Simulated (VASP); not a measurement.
# GaP (I-4m2) in VASP: notebook

Runs on GaP. Level: PBE. Tasks: single point.

All numbers are computed with VASP 6.6.1; they aren't measurements. Logs are shortened: lines on timing, memory, paths and dates and some standing lists are left out, and cuts for length are marked.

### Step 1. The cell of the first run

Symmetry: I-4m2, No. 119, tetragonal system. The conventional cell has a = 3.998 Å, b = 3.998 Å, c = 5.219 Å, α = 90.00°, β = 90.00°, γ = 90.00°. Within 3.2 Å of Ga (site symmetry -4m2) lie 4 P at 2.39 Å. P (site symmetry -4m2) has 4 Ga at 2.39 Å within 3.2 Å.

### Step 2. Single point, PBE (20.85 Å³/atom)

INCAR reads:

```
  PREC = Accurate
  ENCUT = 520
  EDIFF = 1E-7
  ISMEAR = 0
  SIGMA = 0.05
  LREAL = F
  LASPH = T
  NELM = 80
  ALGO = Normal
  ISIF = 2
  LWAVE = F
  LCHARG = T
  GGA = PE
  LELF = T
  LVHAR = T
  NBANDS = 16
```

KPOINTS reads:

```
regular mesh
0
Gamma
  10 10 10
```

POSCAR reads:

```
GaP
1.0
    0.0000000000      2.6093616171      2.8270440055
    2.8270440055      0.0000000000      2.8270440055
    2.8270440055      2.6093616171      0.0000000000
Ga P
1 1
Direct
    0.0000000000      0.0000000000      0.0000000000
    0.7500000000      0.7500000000      0.7500000000
```

Potentials or basis: VASP PAW PBE potentials, release 64 (Ga_d, P).

Run with:

```
$ cat potpaw_PBE.64/Ga_d/POTCAR potpaw_PBE.64/P/POTCAR > POTCAR
$ mpirun -np 1 vasp_std > vasp.out
```

OUTCAR:

```text
PREC = Accurate
   ENCUT = 520
   EDIFF = 1E-7
   ISMEAR = 0
   LREAL = F
   LASPH = T
   NELM = 80
   ISIF = 2
   GGA = PE

 ion  position               nearest neighbor table
   1  0.000  0.000  0.000-   2 2.39   2 2.39   2 2.39   2 2.39
   2  0.750  0.750  0.750-   1 2.39   1 2.39   1 2.39   1 2.39

  LATTYP: Found a body centered tetragonal cell.
 ALAT       =     3.9980439740
 C/A-ratio  =     1.3053191181

  Lattice vectors:

 A1 = (   0.0000000000,  -2.6093616171,   2.8270440055)
 A2 = (   0.0000000000,  -2.6093616171,  -2.8270440055)
 A3 = (   2.8270440055,   2.6093616171,   0.0000000000)

Analysis of symmetry for initial positions (statically):
=====================================================================
 Subroutine PRICEL returns:
 Original cell was already a primitive cell.

 Routine SETGRP: Setting up the symmetry group for a
 body centered tetragonal supercell.

 Subroutine GETGRP returns: Found  8 space group operations
 (whereof  8 operations were pure point group operations)
 out of a pool of 16 trial point group operations.

The static configuration has the point symmetry D_2d.

Analysis of symmetry for dynamics (positions and initial velocities):
=====================================================================
 Subroutine PRICEL returns:
 Original cell was already a primitive cell.

 Routine SETGRP: Setting up the symmetry group for a
 body centered tetragonal supercell.

 Subroutine GETGRP returns: Found  8 space group operations
 (whereof  8 operations were pure point group operations)
 out of a pool of 16 trial point group operations.

The dynamic configuration has the point symmetry D_2d.

 Subroutine INISYM returns: Found  8 space group operations
 (whereof  8 operations are pure point group operations),
 and found     1 'primitive' translations

----------------------------------------------------------------------------------------

                                     Primitive cell

  volume of cell :      41.7090

  direct lattice vectors                    reciprocal lattice vectors
     0.000000000  2.609361617  2.827044005    -0.176863183  0.191617749  0.176863183
     2.827044005  0.000000000  2.827044005     0.176863183 -0.191617749  0.176863183
     2.827044005  2.609361617  0.000000000     0.176863183  0.191617749 -0.176863183

  length of vectors
     3.847199742  3.998043974  3.847199742     0.315084961  0.315084961  0.315084961

  position of ions in fractional coordinates (direct lattice)
     0.000000000  0.000000000  0.000000000
     0.750000000  0.750000000  0.750000000

  ion indices of the primitive-cell ions
   primitive index   ion index
                 1           1
                 2           2

----------------------------------------------------------------------------------------

 KPOINTS: regular mesh

Automatic generation of k-mesh.
 Grid dimensions read from file:
 generate k-points for:   10   10   10

 Generating k-lattice:

  Cartesian coordinates                     Fractional coordinates (reciprocal lattice)
    -0.017686318  0.019161775  0.017686318     0.100000000  0.000000000 -0.000000000
     0.017686318 -0.019161775  0.017686318     0.000000000  0.100000000  0.000000000
     0.017686318  0.019161775 -0.017686318    -0.000000000  0.000000000  0.100000000

  Length of vectors
     0.031508496  0.031508496  0.031508496

  Shift w.r.t. Gamma in fractional coordinates (k-lattice)
     0.000000000  0.000000000  0.000000000

 Subroutine IBZKPT returns following result:
 ===========================================

 Found    102 irreducible k-points:

 Following reciprocal coordinates:
            Coordinates               Weight
  0.000000  0.000000  0.000000      1.000000
  0.100000  0.000000  0.000000      8.000000
  0.200000  0.000000  0.000000      8.000000
  0.300000  0.000000  0.000000      8.000000
  0.400000  0.000000  0.000000      8.000000
  0.500000  0.000000  0.000000      4.000000
[... 16 lines left out ...]
  0.300000  0.300000  0.000000      4.000000
  0.400000  0.300000 -0.000000     16.000000
 [... further k-points ...]
   k-points           NKPTS =    102   k-points in BZ     NKDIM =    102   number of bands    NBANDS=     16
   number of dos      NEDOS =    301   number of ions     NIONS =      2
   total plane-waves  NPLWV =  27000
   dimension x,y,z NGX =    30 NGY =   30 NGZ =   30
   dimension x,y,z NGXF=    60 NGYF=   60 NGZF=   60
   ions per type =               1   1
   NGX,Y,Z   is equivalent  to a cutoff of  12.96, 12.47, 12.96 a.u.
   NGXF,Y,Z  is equivalent  to a cutoff of  25.93, 24.95, 25.93 a.u.
 SYSTEM =  unknown system
   PREC   = accura    normal or accurate (medium, high low for compatibility)
   ISTART =      0    job   : 0-new  1-cont  2-samecut
   ICHARG =      2    charge: 1-file 2-atom 10-const
   ISPIN  =      1    spin polarized calculation?
   LNONCOLLINEAR =      F non collinear calculations
   LSORBIT =      F    spin-orbit coupling
   LASPH  =      T    aspherical Exc in radial PAW
   ENCUT  =  520.0 eV  38.22 Ry    6.18 a.u.   7.15  7.43  7.15*2*pi/ulx,y,z
   NELM   =     80;   NELMIN=  2; NELMDL= -5     # of ELM steps
   EDIFF  = 0.1E-06   stopping-criterion for ELM
   LREAL  =      F    real-space projection
   EDIFFG = 0.1E-05   stopping-criterion for IOM
   NSW    =      0    number of steps for IOM
   IBRION =     -1    ionic relax: 0-MD 1-quasi-New 2-CG
   NFREE  =      0    steps in history (QN), initial steepest desc. (CG)
   ISIF   =      2    stress and relaxation
   ISYM   =      2    0-nonsym 1-usesym 2-fastsym
   POTIM  = 0.5000    time-step for ionic-motion
   TEBEG  =    0.0;   TEEND  =   0.0 temperature during run
   PSTRESS=    0.0 pullay stress
   NELECT =      18.0000    total number of electrons
   NUPDOWN=      -1.0000    fix difference up-down
   EMIN   =  10.00;   EMAX   =-10.00  energy-range for DOS
   EFERMI =   0.00;   METHOD = LEGACY
   ISMEAR =     0;   SIGMA  =   0.05  broadening in eV -4-tet -1-fermi 0-gaus
   EFERMI_NEDOS =   21; number of points for ismear=-14 and -15
   IALGO  =     38    algorithm
   IMIX   =      4    mixing-type and parameters
     AMIX     =   0.40;   BMIX     =  1.00
     AMIX_MAG =   1.60;   BMIX_MAG =  1.00
  volume/ion in A,a.u.               =      20.85       140.73
  Fermi-wavevector in a.u.,A,eV,Ry     =   1.237150  2.337875 20.824279  1.530541
  Thomas-Fermi vector in A             =   2.371730
   LORBIT       =      0    0 simple, 1 ext, 2 COOP (PROOUT), +10 PAW based schemes
   GGA     = PE    functional components
   LHFCALC =     F    Hartree Fock is set to
   AEXX    =    0.0000 exact exchange contribution
   IVDW    =     0    specifies the selected vdW correction
   LEPSILON=     F    determine dielectric tensor
   LRPA    =     F    only Hartree local field effects (RPA)
 non-spin polarized calculation
 Gauss-broadening in eV      SIGMA  =   0.05
  energy-cutoff  :      520.00
  volume of cell :       41.71
 maximum number of plane-waves:      1142
 NGX is ok and might be reduce to    30
   NGX = 15   NGY = 15   NGZ = 15

 number of electron      17.9999997 magnetization

 Free energy of the ion-electron system (eV)
  ---------------------------------------------------
  ext. energy  EPLUGINS =         0.00000000
  ---------------------------------------------------
  free energy    TOTEN  =        -9.09076378 eV

  energy without entropy =       -9.09076378  energy(sigma->0) =       -9.09076378

 E-fermi :   4.7990     XC(G=0):  -9.7054

 val. band max:        4.6076155051   @ k =   0.0000   0.0000   0.0000
 cond. band min:       5.5330472503   @ k =   0.4000   0.0000   0.4000
 fundamental gap:      0.9254317452
 Fermi energy:         4.7990429061

 k-point     1 :       0.0000    0.0000    0.0000
  band No.  band energies     occupation
      1     -10.1632      2.00000
      2     -10.1632      2.00000
      3     -10.1403      2.00000
      4     -10.0755      2.00000
      5     -10.0594      2.00000
      6      -7.9059      2.00000
[... 8 lines left out ...]
     15      13.4135      0.00000
     16      14.6501      0.00000

 k-point     2 :       0.1000    0.0000    0.0000
  band No.  band energies     occupation
      1     -10.1677      2.00000
      2     -10.1604      2.00000
      3     -10.1409      2.00000
      4     -10.0758      2.00000
      5     -10.0590      2.00000
      6      -7.7809      2.00000
[... 8 lines left out ...]
     15      13.5441      0.00000
     16      14.1356      0.00000

 k-point     3 :       0.2000    0.0000    0.0000
  band No.  band energies     occupation
      1     -10.1836      2.00000
      2     -10.1535      2.00000
      3     -10.1378      2.00000
      4     -10.0762      2.00000
      5     -10.0572      2.00000
      6      -7.4183      2.00000
[... 8 lines left out ...]
     15      13.3416      0.00000
     16      14.6286      0.00000

 k-point     4 :       0.3000    0.0000    0.0000
  band No.  band energies     occupation
      1     -10.2045      2.00000
      2     -10.1464      2.00000
      3     -10.1322      2.00000
      4     -10.0755      2.00000
      5     -10.0534      2.00000
      6      -6.8646      2.00000
[... 8 lines left out ...]
     15      13.6370      0.00000
     16      14.4295      0.00000
[... 324 lines left out ...]
 k-point    22 :      -0.2000    0.2000   -0.0000
  band No.  band energies     occupation
      1     -10.2097      2.00000
      2     -10.1384      2.00000
      3     -10.1311      2.00000
      4     -10.0802      2.00000
      5     -10.0526      2.00000
      6      -6.6526      2.00000
[... 8 lines left out ...]
     15      15.6543      0.00000
     16      16.2420      0.00000

 k-point    23 :       0.3000    0.3000    0.0000
  band No.  band energies     occupation
      1     -10.2324      2.00000
      2     -10.1209      2.00000
      3     -10.1110      2.00000
      4     -10.0831      2.00000
      5     -10.0562      2.00000
      6      -6.5643      2.00000
[... 8 lines left out ...]
     15      15.4407      0.00000
     16      17.8203      0.00000

 k-point    24 :       0.4000    0.3000   -0.0000
  band No.  band energies     occupation
      1     -10.2422      2.00000
      2     -10.1142      2.00000
      3     -10.1069      2.00000
      4     -10.0849      2.00000
      5     -10.0545      2.00000
      6      -6.0805      2.00000
[... 8 lines left out ...]
     15      15.9195      0.00000
     16      17.7476      0.00000

 [... further k-points ...]

------------------------ aborting loop because EDIFF is reached ----------------------------------------

  FORCE on cell =-STRESS in cart. coord.  units (eV):
  Direction    XX          YY          ZZ          XY          YZ          ZX
  --------------------------------------------------------------------------------------
  -------------------------------------------------------------------------------------
  Total       -0.4585257      0.8508389     -0.4585257      0.0000000     -0.0000000      0.0000000
  in kB      -17.6134674     32.6834969    -17.6134674      0.0000000     -0.0000000      0.0000000
  external PRESSURE =      -0.8478127 kB  Pullay stress =       0.0000000 kB

 VOLUME and BASIS-vectors are now :
 -----------------------------------------------------------------------------
  energy-cutoff  :      520.00
  volume of cell :       41.71
      direct lattice vectors                 reciprocal lattice vectors
     0.000000000  2.609361617  2.827044005    -0.176863183  0.191617749  0.176863183
     2.827044005  0.000000000  2.827044005     0.176863183 -0.191617749  0.176863183
     2.827044005  2.609361617  0.000000000     0.176863183  0.191617749 -0.176863183

 POSITION                                       TOTAL-FORCE (eV/Angst)
 -----------------------------------------------------------------------------------
      0.00000      0.00000      0.00000         0.000000      0.000000     -0.000000
      4.24057      3.91404      4.24057        -0.000000     -0.000000      0.000000
 -----------------------------------------------------------------------------------
    total drift:                               -0.000002     -0.000002     -0.000002

  FREE ENERGIE OF THE ION-ELECTRON SYSTEM (eV)
  ---------------------------------------------------
  free  energy   TOTEN  =        -9.0907637755 eV

  energy  without entropy=       -9.0907637754  energy(sigma->0) =       -9.09076378
```

Run time: 1.7 min. Hardware: 1 thread of AMD EPYC 7R13, shared host; peak memory 0.18 GiB.

What came out:

```yaml
Free_energy: -9.0908 eV
Pressure: -0.1 GPa
Band_gap_on_the_k_mesh: 0.93 eV (least direct gap 1.28 eV)
```

Stress tensor (GPa, compression positive):
```
-1.76  0.00  0.00
 0.00  3.27  0.00
 0.00  0.00 -1.76
```

Levels at points of the mesh, in eV from the valence-band top:
```
           k point  band 7  band 8  band 9  band 10  band 11  band 12
(0.00, 0.00, 0.00)   -0.38   -0.38    0.00     1.28     3.57     3.74
(0.50, 0.00, 0.00)   -6.71   -1.62   -1.03     1.22     4.20     4.90
(0.50, 0.50, 0.00)   -7.02   -2.65   -2.60     1.65     1.86     9.77
(0.50, 0.00, 0.50)   -6.52   -3.17   -3.17     1.10     1.14    10.08
```

A k mesh can miss the band edges. As with any semilocal functional, this PBE gap is likely too small.

### Step 3. Single point, PBE (20.85 Å³/atom)

INCAR reads:

```
PREC = Accurate
ENCUT = 520
EDIFF = 1E-6
ISMEAR = 0
SIGMA = 0.05
LREAL = F
LASPH = T
NELM = 100
ALGO = Normal
ISIF = 2
LWAVE = F
LCHARG = F
GGA = PE
NBANDS = 16
```

KPOINTS is that of step 2.

POSCAR reads:

```
GaP
1.0
    0.0000000000      2.9037044681      2.6799302889
    2.6799302889      0.0000000000      2.6799302889
    2.6799302889      2.9037044681      0.0000000000
Ga P
1 1
Direct
    0.0000000000      0.0000000000      0.0000000000
    0.7500000000      0.7500000000      0.7500000000
```

Potentials or basis: VASP PAW PBE potentials, release 64 (Ga_d, P).

Run with:

```
$ cat potpaw_PBE.64/Ga_d/POTCAR potpaw_PBE.64/P/POTCAR > POTCAR
$ mpirun -np 1 vasp_std > vasp.out
```

It took 81 s on 1 thread of AMD EPYC 7R13, shared host; peak memory 0.18 GiB.

Results (log left out):

| Quantity | Value |
| --- | --- |
| Free energy | -9.0831 eV |
| Pressure | -0.1 GPa |
| Band gap on the k mesh | 1.27 eV (least direct gap 1.36 eV) |

Stress tensor (GPa, compression positive):
```
 2.11  0.00  0.00
 0.00 -4.57  0.00
 0.00  0.00  2.11
```

Levels at points of the mesh, in eV from the valence-band top:
| k point | band 5 | band 6 | band 7 | band 8 | band 9 | band 10 | band 11 | band 12 | band 13 | band 14 |
| --- | --- | --- | --- | --- | --- | --- | --- | --- | --- | --- |
| (0.00, 0.00, 0.00) | -14.58 | -12.42 | -0.50 | 0.00 | 0.00 | 1.36 | 3.71 | 3.71 | 3.89 | 8.38 |
| (0.50, 0.00, 0.00) | -14.57 | -10.45 | -6.62 | -1.57 | -0.89 | 1.28 | 4.44 | 4.87 | 8.11 | 10.37 |
| (0.50, 0.50, 0.00) | -14.56 | -9.48 | -6.59 | -2.92 | -2.87 | 1.39 | 1.45 | 9.82 | 9.84 | 10.81 |
| (0.50, 0.00, 0.50) | -14.58 | -9.83 | -7.11 | -2.36 | -2.36 | 1.94 | 2.19 | 10.20 | 10.20 | 10.24 |

A k mesh can miss the band edges. Expect the measured gap to be larger: semilocal functionals such as PBE lack the derivative discontinuity.

[end of part 1 of 3]
